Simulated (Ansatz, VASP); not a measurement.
**Te2Mo: VASP beside Ansatz**

File INCAR:

```
  PREC = Accurate
  ENCUT = 600
  EDIFF = 1E-7
  ISMEAR = 0
  SIGMA = 0.1
  LREAL = False
  LASPH = True
  NELM = 80
  ALGO = Normal
  ISIF = 3
  LWAVE = False
  LCHARG = False
  GGA = PE
  IBRION = 2
  NSW = 90
  EDIFFG = -0.04
```

KPOINTS

```
regular mesh
0
Gamma
  6 6 2
```

Contents of POSCAR:

```
Te2Mo
1.0
    3.4765105100      0.0000000000      0.0000000000
   -1.7382552600      3.0107464200      0.0000000000
    0.0000000000      0.0000000000     13.7052712500
Te Mo
4 2
Direct
    0.3333333300      0.6666666700      0.6209999900
    0.6666666700      0.3333333300      0.1209999900
    0.3333333300      0.6666666700      0.8790000100
    0.6666666700      0.3333333300      0.3790000100
    0.3333333300      0.6666666700      0.2500000000
    0.6666666700      0.3333333300      0.7500000000
```

Input for Ansatz:

```yaml
crystal:
  lattice:
    - [3.47651051, 0.0, 0.0]
    - [-1.73825526, 3.01074642, 0.0]
    - [0.0, 0.0, 13.70527125]
  atoms:
    - { symbol: Te, position: [0.33333333, 0.66666667, 0.62099999] }
    - { symbol: Te, position: [0.66666667, 0.33333333, 0.12099999] }
    - { symbol: Te, position: [0.33333333, 0.66666667, 0.87900001] }
    - { symbol: Te, position: [0.66666667, 0.33333333, 0.37900001] }
    - { symbol: Mo, position: [0.33333333, 0.66666667, 0.25] }
    - { symbol: Mo, position: [0.66666667, 0.33333333, 0.75] }
basis:
  ecutwfc: 420
kpoints:
  mp_grid: { grid: [6, 6, 2] }
hamiltonian:
  xc: pbe
scf:
  occupations: { method: gaussian, width: 0.1 }
  lower_state_search: "off"
output:
  forces: true
  stress: true
  eigenvalues: true
relax:
  adjacent_minimum: "off"
  f_tol: 0.04
  max_steps: 70
  cell: { stress_tol: 0.4 }
```

Change from the starting cell: species swapped into the WSe2 type (P6_3/mmc, No. 194).

Alike in both runs: task relaxation of cell and atoms; functional PBE; k mesh 6 × 6 × 2; occupations gaussian, width 0.1 eV; no spin polarisation.

|  | VASP | Ansatz |
| --- | --- | --- |
| version | VASP 6.6.1 | Ansatz 0.2.0 |
| potentials or method | VASP PAW PBE potentials, release 64 (Te, Mo_sv), cutoff 600 eV | scalar-relativistic, plane waves, PAW |
| valence electrons in the cell | 52 | 92 |

VASP gave:

- gap on the k mesh at the Fermi level, each at its own relaxed structure (eV): 1.00
- relaxed volume (Å³/atom): 27.12
- relaxed cell length with the largest relative difference (Å): 14.899

Task: What did Ansatz give for the same quantities?

Result: gap on the k mesh at the Fermi level, each at its own relaxed structure (eV): 1.02; relaxed volume (Å³/atom): 27.48; relaxed cell length with the largest relative difference (Å): 15.055.

VASP's potentials hold 52 valence electrons a cell and Ansatz's 92, so a difference there can come from the potentials and not from the codes.

Spin-orbit coupling is off throughout.
